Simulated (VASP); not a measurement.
Input of a VASP 6.6.1 run:

Contents of INCAR:

```
SYSTEM = P
PREC = Accurate ; ENCUT = 500
EDIFF = 1E-6 ; ISMEAR = 0
SIGMA = 0.01 ; LREAL = .FALSE.
LASPH = .TRUE. ; NELM = 120
ALGO = Normal ; ISIF = 2
LWAVE = .FALSE. ; LCHARG = .FALSE.
NBANDS = 18 ; GGA_COMPAT = .FALSE.
```

KPOINTS

```
Automatic mesh
0
Gamma
  5 5 4
  0.5 0.5 0.5
```

POSCAR

```
P
1.0
    1.6582000000     -5.2420000000      0.0000000000
    1.6582000000      5.2420000000      0.0000000000
    0.0000000000      0.0000000000      4.3793000000
P
4
Direct
    0.8983800000      0.1016200000      0.0806800000
    0.6016200000      0.3983800000      0.5806800000
    0.1016200000      0.8983800000      0.9193200000
    0.3983800000      0.6016200000      0.4193200000
```

Potentials or basis: VASP PAW LDA potentials, release 64 (P).

The run is started by

```sh
$ cat potpaw_LDA.64/P/POTCAR > POTCAR
$ mpirun -np 1 vasp_std > vasp.out
```

Predict the largest force.

0.099 eV/Å.

What does it give for the band gap on the k mesh?

0.91 eV, direct.

Estimate the pressure.

-2.7 GPa.

Forces on the atoms (eV/Å):
```
P    0.000 -0.018  0.097
P    0.000  0.018  0.097
P    0.000  0.018 -0.097
P    0.000 -0.018 -0.097
```

A k mesh can miss the band edges. Expect the measured gap to be larger: semilocal functionals such as LDA lack the derivative discontinuity.
